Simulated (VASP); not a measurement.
# Rh (P6_3/mmc) in VASP: further runs

The runs below take Rh through single point, relaxation of cell and atoms, with PBEsol.

All numbers are computed with VASP 6.6.1; they aren't measurements. Logs are shortened: lines on timing, memory, paths and dates and some standing lists are left out, and cuts for length are marked.

### Step 1. The cell of the first run

It takes space group P6_3/mmc (No. 194, hexagonal). Conventional cell: a = 2.692 Å, b = 2.692 Å, c = 8.798 Å, α = 90.00°, β = 90.00°, γ = 120.00°. Within 3.5 Å of Rh (site symmetry -3m) lie 12 Rh at 2.69 Å. Rh (site symmetry -6m2) has 12 Rh at 2.69 Å within 3.5 Å.

### Step 2. Single point, PBEsol

Contents of INCAR:

```
SYSTEM = Rh
ALGO = Normal ; EDIFF = 1E-6
ENCUT = 520 ; GGA = PS
ISIF = 2 ; ISMEAR = 0
LASPH = .TRUE. ; LCHARG = .TRUE.
LELF = .TRUE. ; LREAL = .FALSE.
LVHAR = .TRUE. ; LWAVE = .FALSE.
NBANDS = 38 ; NELM = 60
PREC = Accurate ; SIGMA = 0.1
```

Contents of KPOINTS:

```
k-points
0
G
  6 6 2
  0 0 0
```

Contents of POSCAR:

```
Rh
1.0
    2.6917446234      0.0000000000      0.0000000000
   -1.3458723117      2.3311192244      0.0000000000
    0.0000000000      0.0000000000      8.7980701300
Rh
4
Direct
    0.0000000000      0.0000000000      0.0000000000
    0.3333333300      0.6666666700      0.2500000000
    0.0000000000      0.0000000000      0.5000000000
    0.6666666700      0.3333333300      0.7500000000
```

Potentials or basis: VASP PAW PBE potentials, release 64 (Rh_pv).

Started as:

```bash
$ cat potpaw_PBE.64/Rh_pv/POTCAR > POTCAR
$ mpirun -np 1 vasp_std > vasp.out
```

OUTCAR:

```text
SYSTEM = Rh
   EDIFF = 1E-6
   ENCUT = 520
   GGA = PS
   ISIF = 2
   ISMEAR = 0
   LASPH = .TRUE.
   LREAL = .FALSE.
   NELM = 60
   PREC = Accurate

 ion  position               nearest neighbor table
   1  0.000  0.000  0.000-   2 2.69   4 2.69   4 2.69   2 2.69   4 2.69   2 2.69
   2  0.333  0.667  0.250-   1 2.69   3 2.69   1 2.69   3 2.69   1 2.69   3 2.69
   3  0.000  0.000  0.500-   2 2.69   4 2.69   4 2.69   2 2.69   4 2.69   2 2.69
   4  0.667  0.333  0.750-   1 2.69   3 2.69   1 2.69   3 2.69   1 2.69   3 2.69

  LATTYP: Found a hexagonal cell.
 ALAT       =     2.6917446234
 C/A-ratio  =     3.2685382014

  Lattice vectors:

 A1 = (   2.6917446234,   0.0000000000,   0.0000000000)
 A2 = (  -1.3458723117,   2.3311192244,   0.0000000000)
 A3 = (   0.0000000000,   0.0000000000,   8.7980701300)

Analysis of symmetry for initial positions (statically):
=====================================================================
 Subroutine PRICEL returns:
 Original cell was already a primitive cell.

 Routine SETGRP: Setting up the symmetry group for a
 hexagonal supercell.

 Subroutine GETGRP returns: Found 24 space group operations
 (whereof 12 operations were pure point group operations)
 out of a pool of 24 trial point group operations.

The static configuration has the point symmetry D_3d.
 The point group associated with its full space group is D_6h.

Analysis of symmetry for dynamics (positions and initial velocities):
=====================================================================
 Subroutine PRICEL returns:
 Original cell was already a primitive cell.

 Routine SETGRP: Setting up the symmetry group for a
 hexagonal supercell.

 Subroutine GETGRP returns: Found 24 space group operations
 (whereof 12 operations were pure point group operations)
 out of a pool of 24 trial point group operations.

The dynamic configuration has the point symmetry D_3d.
 The point group associated with its full space group is D_6h.

 Subroutine INISYM returns: Found 24 space group operations
 (whereof 12 operations are pure point group operations),
 and found     1 'primitive' translations

----------------------------------------------------------------------------------------

                                     Primitive cell

  volume of cell :      55.2059

  direct lattice vectors                    reciprocal lattice vectors
     2.691744623  0.000000000  0.000000000     0.371506268  0.214489244  0.000000000
    -1.345872312  2.331119224  0.000000000     0.000000000  0.428978488  0.000000000
     0.000000000  0.000000000  8.798070130     0.000000000  0.000000000  0.113661290

  length of vectors
     2.691744623  2.691744623  8.798070130     0.428978488  0.428978488  0.113661290

  position of ions in fractional coordinates (direct lattice)
     0.000000000  0.000000000  0.000000000
     0.333333330  0.666666670  0.250000000
     0.000000000  0.000000000  0.500000000
     0.666666670  0.333333330  0.750000000

  ion indices of the primitive-cell ions
   primitive index   ion index
                 1           1
                 2           2
                 3           3
                 4           4

----------------------------------------------------------------------------------------

 KPOINTS: k-points

Automatic generation of k-mesh.
 Grid dimensions read from file:
 generate k-points for:    6    6    2

 Generating k-lattice:

  Cartesian coordinates                     Fractional coordinates (reciprocal lattice)
     0.061917711  0.035748207  0.000000000     0.166666667  0.000000000  0.000000000
     0.000000000  0.071496415  0.000000000     0.000000000  0.166666667  0.000000000
     0.000000000  0.000000000  0.056830645     0.000000000  0.000000000  0.500000000

  Length of vectors
     0.071496415  0.071496415  0.056830645

  Shift w.r.t. Gamma in fractional coordinates (k-lattice)
     0.000000000  0.000000000  0.000000000

 Subroutine IBZKPT returns following result:
 ===========================================

 Found     14 irreducible k-points:

 Following reciprocal coordinates:
            Coordinates               Weight
  0.000000  0.000000  0.000000      1.000000
  0.166667  0.000000  0.000000      6.000000
  0.333333  0.000000  0.000000      6.000000
  0.500000  0.000000  0.000000      3.000000
  0.166667  0.166667  0.000000      6.000000
  0.333333  0.166667  0.000000     12.000000
  0.333333  0.333333  0.000000      2.000000
  0.000000  0.000000  0.500000      1.000000
  0.166667  0.000000  0.500000      6.000000
  0.333333  0.000000  0.500000      6.000000
  0.500000  0.000000  0.500000      3.000000
  0.166667  0.166667  0.500000      6.000000
  0.333333  0.166667  0.500000     12.000000
  0.333333  0.333333  0.500000      2.000000
   k-points           NKPTS =     14   k-points in BZ     NKDIM =     14   number of bands    NBANDS=     38
   number of dos      NEDOS =    301   number of ions     NIONS =      4
   total plane-waves  NPLWV =  28000
   dimension x,y,z NGX =    20 NGY =   20 NGZ =   70
   dimension x,y,z NGXF=    40 NGYF=   40 NGZF=  140
   ions per type =               4
   NGX,Y,Z   is equivalent  to a cutoff of  12.35, 12.35, 13.23 a.u.
   NGXF,Y,Z  is equivalent  to a cutoff of  24.70, 24.70, 26.45 a.u.
 SYSTEM =  Rh
   PREC   = accura    normal or accurate (medium, high low for compatibility)
   ISTART =      0    job   : 0-new  1-cont  2-samecut
   ICHARG =      2    charge: 1-file 2-atom 10-const
   ISPIN  =      1    spin polarized calculation?
   LNONCOLLINEAR =      F non collinear calculations
   LSORBIT =      F    spin-orbit coupling
   LASPH  =      T    aspherical Exc in radial PAW
   ENCUT  =  520.0 eV  38.22 Ry    6.18 a.u.   5.00  5.00 16.36*2*pi/ulx,y,z
   NELM   =     60;   NELMIN=  2; NELMDL= -5     # of ELM steps
   EDIFF  = 0.1E-05   stopping-criterion for ELM
   LREAL  =      F    real-space projection
   EDIFFG = 0.1E-04   stopping-criterion for IOM
   NSW    =      0    number of steps for IOM
   IBRION =     -1    ionic relax: 0-MD 1-quasi-New 2-CG
   NFREE  =      0    steps in history (QN), initial steepest desc. (CG)
   ISIF   =      2    stress and relaxation
   ISYM   =      2    0-nonsym 1-usesym 2-fastsym
   POTIM  = 0.5000    time-step for ionic-motion
   TEBEG  =    0.0;   TEEND  =   0.0 temperature during run
   PSTRESS=    0.0 pullay stress
   NELECT =      60.0000    total number of electrons
   NUPDOWN=      -1.0000    fix difference up-down
   EMIN   =  10.00;   EMAX   =-10.00  energy-range for DOS
   EFERMI =   0.00;   METHOD = LEGACY
   ISMEAR =     0;   SIGMA  =   0.10  broadening in eV -4-tet -1-fermi 0-gaus
   EFERMI_NEDOS =   21; number of points for ismear=-14 and -15
   IALGO  =     38    algorithm
   IMIX   =      4    mixing-type and parameters
     AMIX     =   0.40;   BMIX     =  1.00
     AMIX_MAG =   1.60;   BMIX_MAG =  1.00
  volume/ion in A,a.u.               =      13.80        93.14
  Fermi-wavevector in a.u.,A,eV,Ry     =   1.683178  3.180745 38.546496  2.833088
  Thomas-Fermi vector in A             =   2.766425
   LORBIT       =      0    0 simple, 1 ext, 2 COOP (PROOUT), +10 PAW based schemes
   GGA     = PS    functional components
   LHFCALC =     F    Hartree Fock is set to
   AEXX    =    0.0000 exact exchange contribution
   IVDW    =     0    specifies the selected vdW correction
   LEPSILON=     F    determine dielectric tensor
   LRPA    =     F    only Hartree local field effects (RPA)
 non-spin polarized calculation
 Gauss-broadening in eV      SIGMA  =   0.10
  energy-cutoff  :      520.00
  volume of cell :       55.21
 maximum number of plane-waves:      1512
 NGX is ok and might be reduce to    20
   NGX =  9   NGY =  9   NGZ = 33

 number of electron      59.9999994 magnetization

 Free energy of the ion-electron system (eV)
  ---------------------------------------------------
  ext. energy  EPLUGINS =         0.00000000
  ---------------------------------------------------
  free energy    TOTEN  =       -32.34592181 eV

  energy without entropy =      -32.30738784  energy(sigma->0) =      -32.32665482

 E-fermi :  11.6548     XC(G=0): -14.1933

 val. band max:       11.6497182546   @ k =   0.3333   0.1667   0.5000
 cond. band min:      11.7457661864   @ k =   0.3333   0.0000   0.0000
 fundamental gap:      0.0960479318
 Fermi energy:        11.6548202122

 k-point     1 :       0.0000    0.0000    0.0000
  band No.  band energies     occupation
      1     -35.4036      2.00000
      2     -35.0599      2.00000
      3     -35.0349      2.00000
      4     -34.7213      2.00000
      5     -34.7213      2.00000
      6     -34.6870      2.00000
[... 30 lines left out ...]
     37      20.1858      0.00000
     38      26.0673      0.00000

 k-point     2 :       0.1667    0.0000    0.0000
  band No.  band energies     occupation
      1     -35.3427      2.00000
      2     -35.0750      2.00000
      3     -35.0600      2.00000
      4     -34.8564      2.00000
      5     -34.7940      2.00000
      6     -34.7644      2.00000
[... 30 lines left out ...]
     37      20.0601      0.00000
     38      26.8222      0.00000

 k-point     3 :       0.3333    0.0000    0.0000
  band No.  band energies     occupation
      1     -35.2415      2.00000
      2     -35.2322      2.00000
      3     -35.1488      2.00000
      4     -35.1128      2.00000
      5     -35.0533      2.00000
      6     -34.8851      2.00000
[... 30 lines left out ...]
     37      20.0331      0.00000
     38      22.4167      0.00000

 k-point     4 :       0.5000    0.0000    0.0000
  band No.  band energies     occupation
      1     -35.3549      2.00000
      2     -35.3246      2.00000
      3     -35.2409      2.00000
      4     -35.1878      2.00000
      5     -35.0132      2.00000
      6     -34.9813      2.00000
[... 30 lines left out ...]
     37      20.6951      0.00000
     38      20.7543      0.00000
[... 293 lines left out ...]
      4     -35.0466      2.00000
      5     -34.9483      2.00000
      6     -34.9483      2.00000
[... 30 lines left out ...]
     37      23.7093      0.00000
     38      23.7093      0.00000

 k-point    13 :       0.3333    0.1667    0.5000
  band No.  band energies     occupation
      1     -35.2468      2.00000
      2     -35.2468      2.00000
      3     -35.2075      2.00000
      4     -35.2075      2.00000
      5     -34.9824      2.00000
      6     -34.9824      2.00000
[... 30 lines left out ...]
     37      21.0593      0.00000
     38      21.0593      0.00000

 k-point    14 :       0.3333    0.3333    0.5000
  band No.  band energies     occupation
      1     -35.1856      2.00000
      2     -35.1856      2.00000
      3     -35.1711      2.00000
      4     -35.1711      2.00000
      5     -35.0516      2.00000
      6     -35.0516      2.00000
[... 30 lines left out ...]
     37      19.4119      0.00000
     38      19.4119      0.00000

------------------------ aborting loop because EDIFF is reached ----------------------------------------

  FORCE on cell =-STRESS in cart. coord.  units (eV):
  Direction    XX          YY          ZZ          XY          YZ          ZX
  --------------------------------------------------------------------------------------
  -------------------------------------------------------------------------------------
  Total       -1.1611735     -1.1611735     -2.9425795      0.0000000     -0.0000000      0.0000000
  in kB      -33.6993824    -33.6993824    -85.3990477      0.0000000     -0.0000000      0.0000000
  external PRESSURE =     -50.9326041 kB  Pullay stress =       0.0000000 kB

 VOLUME and BASIS-vectors are now :
 -----------------------------------------------------------------------------
  energy-cutoff  :      520.00
  volume of cell :       55.21
      direct lattice vectors                 reciprocal lattice vectors
     2.691744623  0.000000000  0.000000000     0.371506268  0.214489244  0.000000000
    -1.345872312  2.331119224  0.000000000     0.000000000  0.428978488  0.000000000
     0.000000000  0.000000000  8.798070130     0.000000000  0.000000000  0.113661290

 POSITION                                       TOTAL-FORCE (eV/Angst)
 -----------------------------------------------------------------------------------
      0.00000      0.00000      0.00000        -0.000000      0.000000      0.000000
     -0.00000      1.55408      2.19952         0.000000      0.000000      0.000000
      0.00000      0.00000      4.39904        -0.000000      0.000000      0.000000
      1.34587      0.77704      6.59855        -0.000000     -0.000000     -0.000000
 -----------------------------------------------------------------------------------
    total drift:                               -0.000000      0.000000      0.000000

  FREE ENERGIE OF THE ION-ELECTRON SYSTEM (eV)
  ---------------------------------------------------
  free  energy   TOTEN  =       -32.3459218056 eV

  energy  without entropy=      -32.3073878437  energy(sigma->0) =      -32.32665482
```

Wall time 30 s (1 thread of Intel Xeon Platinum 8488C (Sapphire Rapids), shared host); peak memory 0.17 GiB.

What came out:

```yaml
Free_energy: -32.3459 eV
Pressure: -5.1 GPa
Band_gap_on_the_k_mesh: zero (band 30 reaches 12.55 eV, above the bottom of band 31 at 10.53 eV)
```

Levels at points of the mesh, in eV from the Fermi level:
```csv
k point,band 27,band 28,band 29,band 30,band 31,band 32,band 33,band 34
"(0.00, 0.00, 0.00)",-2.55,-1.39,-1.39,-0.82,-0.82,-0.30,-0.30,0.46
"(0.50, 0.00, 0.00)",0.64,0.64,0.74,0.90,0.90,0.91,1.22,2.26
"(0.00, 0.00, 0.50)",-1.16,-1.16,-1.08,-1.08,-1.08,-1.08,0.11,0.11
"(0.50, 0.00, 0.50)",-0.07,-0.07,0.67,0.67,0.89,0.89,2.89,2.89
```

Caveat: the k points lie up to 0.45 Å⁻¹ apart; the PAW data sets were made with another functional, which shifts forces and pressure a little.

(Part 1 of 2 ends here.)
